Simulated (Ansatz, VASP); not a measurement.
Two plane-wave programs on Ti

```
CELL_PARAMETERS angstrom
6.51067 0.00000 0.00000
0.00000 6.51067 0.00000
0.00000 0.00000 20.17937
ATOMIC_POSITIONS crystal
Ti 0.25000 0.25000 0.19822
Ti 0.25000 0.75000 0.19822
Ti 0.75000 0.25000 0.19822
Ti 0.75000 0.75000 0.19822
Ti 0.00000 0.00000 0.27888
Ti 0.00000 0.50000 0.27888
Ti 0.50000 0.00000 0.27888
Ti 0.50000 0.50000 0.27888
Ti 0.25000 0.25000 0.35519
Ti 0.25000 0.75000 0.35519
Ti 0.75000 0.25000 0.35519
Ti 0.75000 0.75000 0.35519
Ti 0.00000 0.00000 0.43011
Ti 0.00000 0.50000 0.43011
Ti 0.50000 0.00000 0.43011
Ti 0.50000 0.50000 0.43011
```

Alike in both runs: task single point; functional PBE; k mesh 4 × 4 × 1; occupations gaussian, width 0.1 eV; no spin polarisation.

|  | VASP | Ansatz |
| --- | --- | --- |
| version | VASP 6.6.1 | Ansatz 0.2.0 |
| potentials or method | VASP PAW PBE potentials, release 64 (Ti_sv), cutoff 520 eV | scalar-relativistic, plane waves, PAW |
| valence electrons in the cell | 192 | 192 |

```tsv
	VASP	Ansatz	Ansatz less VASP
gap on the k mesh at the Fermi level (eV)	none	none	-
rms of the force components (eV/Å)	0.222	0.226	+0.0044
work function, face that differs most (eV)	3.25	3.25	0.000
```

Atom by atom the forces differ by 0.007 eV/Å (rms over components). A gap of «none» marks a metal or a gap that the smearing closes. The functional is the same, so the differences come from potentials, cutoffs and numerics. Ansatz's warnings: xc potential rough in thin density.
